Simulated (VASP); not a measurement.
# Hg (P2_1/m) in VASP: relaxation of cell and atoms with PBE

Aim: the relaxation of cell and atoms of Hg with PBE.

All numbers are computed with VASP 6.6.1; they aren't measurements. Logs are shortened: lines on timing, memory, paths and dates and some standing lists are left out, and cuts for length are marked.

### 1 The cell of the first run

The structure is monoclinic, space group P2_1/m (No. 11). Conventional cell: a = 3.413 Å, b = 5.499 Å, c = 3.469 Å, α = 90.00°, β = 119.34°, γ = 90.00°. Hg (site symmetry m) has 12 Hg at 3.31 to 3.48 Å within 4.4 Å.

### 2 Relaxation of cell and atoms, PBE

INCAR reads:

```
PREC = Accurate ; ENCUT = 500
EDIFF = 1E-7 ; ISMEAR = 0
SIGMA = 0.1 ; LREAL = False
LASPH = True ; NELM = 120
ALGO = Normal ; ISIF = 3
LWAVE = False ; LCHARG = False
GGA = PE ; IBRION = 2
NSW = 90 ; EDIFFG = -0.02
GGA_COMPAT = False ; NELMIN = 4
```

KPOINTS reads:

```
regular mesh
0
Gamma
  12 6 12
```

POSCAR reads:

```
Hg
1.0
    3.4133030269      0.0000000000      0.0000000000
    0.0000000000      5.4991271400      0.0000000000
   -1.6998547957      0.0000000000      3.0241256614
Hg
2
Direct
    0.6515596900      0.2500000000      0.8042281600
    0.3484403100      0.7500000000      0.1957718400
```

Potentials or basis: VASP PAW PBE potentials, release 64 (Hg_sv_GW).

Started as:

```console
> cat potpaw_PBE.64/Hg_sv_GW/POTCAR > POTCAR
> mpirun -np 1 vasp_std > vasp.out
```

OUTCAR:

```text
PREC = Accurate
   ENCUT = 500
   EDIFF = 1E-7
   ISMEAR = 0
   LREAL = False
   LASPH = True
   NELM = 120
   ISIF = 3
   GGA = PE
   IBRION = 2
   NSW = 90
   EDIFFG = -0.02
   NELMIN = 4

 ion  position               nearest neighbor table
   1  0.652  0.250  0.804-
   2  0.348  0.750  0.196-

  LATTYP: Found a simple monoclinic cell.
 ALAT       =     3.4133030269
 B/A-ratio  =     1.6110867089
 C/A-ratio  =     1.0163548333
 COS(beta)  =    -0.4899949704

  Lattice vectors:

 A1 = (   3.4133030269,   0.0000000000,   0.0000000000)
 A2 = (   0.0000000000,   5.4991271400,   0.0000000000)
 A3 = (  -1.6998547957,   0.0000000000,   3.0241256614)

Analysis of symmetry for initial positions (statically):
=====================================================================
 Subroutine PRICEL returns:
 Original cell was already a primitive cell.

 Routine SETGRP: Setting up the symmetry group for a
 simple monoclinic supercell.

 Subroutine GETGRP returns: Found  4 space group operations
 (whereof  2 operations were pure point group operations)
 out of a pool of  4 trial point group operations.

The static configuration has the point symmetry S_2 .
 The point group associated with its full space group is C_2h.

Analysis of symmetry for dynamics (positions and initial velocities):
=====================================================================
 Subroutine PRICEL returns:
 Original cell was already a primitive cell.

 Routine SETGRP: Setting up the symmetry group for a
 simple monoclinic supercell.

 Subroutine GETGRP returns: Found  4 space group operations
 (whereof  2 operations were pure point group operations)
 out of a pool of  4 trial point group operations.

The dynamic configuration has the point symmetry S_2 .
 The point group associated with its full space group is C_2h.

 Subroutine INISYM returns: Found  4 space group operations
 (whereof  2 operations are pure point group operations),
 and found     1 'primitive' translations

----------------------------------------------------------------------------------------

                                     Primitive cell

  volume of cell :      56.7634

  direct lattice vectors                    reciprocal lattice vectors
     3.413303027  0.000000000  0.000000000     0.292971351  0.000000000  0.164678592
     0.000000000  5.499127140  0.000000000     0.000000000  0.181847041  0.000000000
    -1.699854796  0.000000000  3.024125661     0.000000000  0.000000000  0.330674090

  length of vectors
     3.413303027  5.499127140  3.469127029     0.336082209  0.181847041  0.330674090

  position of ions in fractional coordinates (direct lattice)
     0.651559690  0.250000000  0.804228160
     0.348440310  0.750000000  0.195771840

  ion indices of the primitive-cell ions
   primitive index   ion index
                 1           1
                 2           2

----------------------------------------------------------------------------------------

 KPOINTS: regular mesh

Automatic generation of k-mesh.
 Grid dimensions read from file:
 generate k-points for:   12    6   12

 Generating k-lattice:

  Cartesian coordinates                     Fractional coordinates (reciprocal lattice)
     0.024414279  0.000000000  0.013723216     0.083333333  0.000000000 -0.000000000
     0.000000000  0.030307840  0.000000000     0.000000000  0.166666667  0.000000000
     0.000000000  0.000000000  0.027556174     0.000000000  0.000000000  0.083333333

  Length of vectors
     0.028006851  0.030307840  0.027556174

  Shift w.r.t. Gamma in fractional coordinates (k-lattice)
     0.000000000  0.000000000  0.000000000

 Subroutine IBZKPT returns following result:
 ===========================================

 Found    296 irreducible k-points:

 Following reciprocal coordinates:
            Coordinates               Weight
  0.000000  0.000000  0.000000      1.000000
  0.083333  0.000000  0.000000      2.000000
  0.166667  0.000000  0.000000      2.000000
  0.250000  0.000000  0.000000      2.000000
  0.333333  0.000000  0.000000      2.000000
  0.416667  0.000000  0.000000      2.000000
[... 16 lines left out ...]
  0.083333  0.500000  0.000000      2.000000
  0.166667  0.500000  0.000000      2.000000
 [... further k-points ...]
   k-points           NKPTS =    296   k-points in BZ     NKDIM =    296   number of bands    NBANDS=     24
   number of dos      NEDOS =    301   number of ions     NIONS =      2
   total plane-waves  NPLWV =  31360
   dimension x,y,z NGX =    28 NGY =   40 NGZ =   28
   dimension x,y,z NGXF=    56 NGYF=   80 NGZF=   56
   ions per type =               2
   NGX,Y,Z   is equivalent  to a cutoff of  13.64, 12.09, 13.42 a.u.
   NGXF,Y,Z  is equivalent  to a cutoff of  27.27, 24.19, 26.84 a.u.
 SYSTEM =  unknown system
   PREC   = accura    normal or accurate (medium, high low for compatibility)
   ISTART =      0    job   : 0-new  1-cont  2-samecut
   ICHARG =      2    charge: 1-file 2-atom 10-const
   ISPIN  =      1    spin polarized calculation?
   LNONCOLLINEAR =      F non collinear calculations
   LSORBIT =      F    spin-orbit coupling
   LASPH  =      T    aspherical Exc in radial PAW
   ENCUT  =  500.0 eV  36.75 Ry    6.06 a.u.   6.22 10.03  6.33*2*pi/ulx,y,z
   NELM   =    120;   NELMIN=  4; NELMDL= -5     # of ELM steps
   EDIFF  = 0.1E-06   stopping-criterion for ELM
   LREAL  =      F    real-space projection
   EDIFFG = -.2E-01   stopping-criterion for IOM
   NSW    =     90    number of steps for IOM
   IBRION =      2    ionic relax: 0-MD 1-quasi-New 2-CG
   NFREE  =      1    steps in history (QN), initial steepest desc. (CG)
   ISIF   =      3    stress and relaxation
   ISYM   =      2    0-nonsym 1-usesym 2-fastsym
   POTIM  = 0.5000    time-step for ionic-motion
   TEBEG  =    0.0;   TEEND  =   0.0 temperature during run
   PSTRESS=    0.0 pullay stress
   NELECT =      40.0000    total number of electrons
   NUPDOWN=      -1.0000    fix difference up-down
   EMIN   =  10.00;   EMAX   =-10.00  energy-range for DOS
   EFERMI =   0.00;   METHOD = LEGACY
   ISMEAR =     0;   SIGMA  =   0.10  broadening in eV -4-tet -1-fermi 0-gaus
   EFERMI_NEDOS =   21; number of points for ismear=-14 and -15
   IALGO  =     38    algorithm
   IMIX   =      4    mixing-type and parameters
     AMIX     =   0.40;   BMIX     =  1.00
     AMIX_MAG =   1.60;   BMIX_MAG =  1.00
  volume/ion in A,a.u.               =      28.38       191.53
  Fermi-wavevector in a.u.,A,eV,Ry     =   1.456818  2.752987 28.875905  2.122319
  Thomas-Fermi vector in A             =   2.573692
   LORBIT       =      0    0 simple, 1 ext, 2 COOP (PROOUT), +10 PAW based schemes
   GGA     = PE    functional components
   LHFCALC =     F    Hartree Fock is set to
   AEXX    =    0.0000 exact exchange contribution
   IVDW    =     0    specifies the selected vdW correction
   LEPSILON=     F    determine dielectric tensor
   LRPA    =     F    only Hartree local field effects (RPA)
 conjugate gradient relaxation of ions
 non-spin polarized calculation
 Gauss-broadening in eV      SIGMA  =   0.10
  energy-cutoff  :      500.00
  volume of cell :       56.76
 maximum number of plane-waves:      1458
 NGX is ok and might be reduce to    28
   NGX = 13   NGY = 21   NGZ = 13

--------------------------------------- Ionic step        1  -------------------------------------------

 number of electron      39.9999994 magnetization

 Free energy of the ion-electron system (eV)
  ---------------------------------------------------
  ext. energy  EPLUGINS =         0.00000000
  ---------------------------------------------------
  free energy    TOTEN  =        -0.36742430 eV

  energy without entropy =       -0.36647163  energy(sigma->0) =       -0.36694797

------------------------ aborting loop because EDIFF is reached ----------------------------------------

  FORCE on cell =-STRESS in cart. coord.  units (eV):
  Direction    XX          YY          ZZ          XY          YZ          ZX
  --------------------------------------------------------------------------------------
  -------------------------------------------------------------------------------------
  Total       -0.1124066     -0.0543366     -0.0516257      0.0000000      0.0000000     -0.0043597
  in kB       -3.1727351     -1.5336784     -1.4571640      0.0000000      0.0000000     -0.1230561
  external PRESSURE =      -2.0545258 kB  Pullay stress =       0.0000000 kB
[... 57 lines left out ...]
  energy  without entropy=       -0.3667890916  energy(sigma->0) =       -0.36728420

--------------------------------------- Ionic step        3  -------------------------------------------

 number of electron      39.9999984 magnetization

 Free energy of the ion-electron system (eV)
  ---------------------------------------------------
  ext. energy  EPLUGINS =         0.00000000
  ---------------------------------------------------
  free energy    TOTEN  =        -0.36796408 eV

  energy without entropy =       -0.36690499  energy(sigma->0) =       -0.36743454

 E-fermi :   3.9102     XC(G=0): -10.3039

 val. band max:        3.9048210864   @ k =  -0.4167   0.0000   0.0833
 cond. band min:       3.9139436047   @ k =  -0.4167   0.0000   0.3333
 fundamental gap:      0.0091225183
 Fermi energy:         3.9101897240

 k-point     1 :       0.0000    0.0000    0.0000
  band No.  band energies     occupation
      1    -110.2361      2.00000
      2    -110.2356      2.00000
      3     -58.5909      2.00000
      4     -58.5774      2.00000
      5     -58.5735      2.00000
      6     -58.5731      2.00000
[... 637 lines left out ...]
     23      12.7306      0.00000
     24      12.7306      0.00000

 [... further k-points ...]
[... 5 lines left out ...]
  --------------------------------------------------------------------------------------
  -------------------------------------------------------------------------------------
  Total       -0.0104862      0.0241855      0.0345028      0.0000000      0.0000000     -0.0024787
  in kB       -0.2996662      0.6911503      0.9859883      0.0000000      0.0000000     -0.0708345
  external PRESSURE =       0.4591575 kB  Pullay stress =       0.0000000 kB
[... 17 lines left out ...]
  FREE ENERGIE OF THE ION-ELECTRON SYSTEM (eV)
  ---------------------------------------------------
  free  energy   TOTEN  =        -0.3679640795 eV

  energy  without entropy=       -0.3669049911  energy(sigma->0) =       -0.36743454

 reached required accuracy - stopping structural energy minimisation
```

It took 8.5 min on 1 thread of AMD EPYC 9R45 (Zen 5), shared host; peak memory 0.46 GiB.

Results:

```yaml
Free_energy: -0.3680 eV
Relaxed_volume: 28.03 Å³/atom
Relaxed_cell: a = 3.392 Å, b = 5.482 Å, c = 3.457 Å, α = 90.00°, β = 119.28°, γ = 90.00°
Space_group_after_relaxing_to_0.1_Å: Cmcm (No. 63)
Energy_gained_by_relaxing: 0.3 meV/atom
Ionic_steps: 3
Pressure_after_relaxing: 0.0 GPa
Largest_force_after_relaxing: 0.010 eV/Å
Band_gap_on_the_k_mesh: zero (bands 20 and 21 overlap by 0.59 eV)
```

Forces on the atoms (eV/Å):
```
Hg   0.001  0.000  0.009
Hg  -0.001  0.000 -0.009
```

Step by step:
```
step  energy change (eV)  largest force (eV/Å)  pressure (GPa)  volume (Å³)
   1              0.0000                0.0125           -0.21        56.76
   2             -0.0004                0.0116           -0.10        56.46
   3             -0.0005                0.0095            0.05        56.07
```

Final structure:
```yaml
crystal:
  lattice:
    - [3.39161, 0.00000, -0.00084]
    - [0.00000, 5.48223, 0.00000]
    - [-1.68980, 0.00000, 3.01572]
  atoms:
    - { symbol: Hg, position: [0.65183, 0.25000, 0.80470] }
    - { symbol: Hg, position: [0.34817, 0.75000, 0.19530] }
```

Caveat: spin-orbit coupling is left out, which moves the levels of the heavy elements.
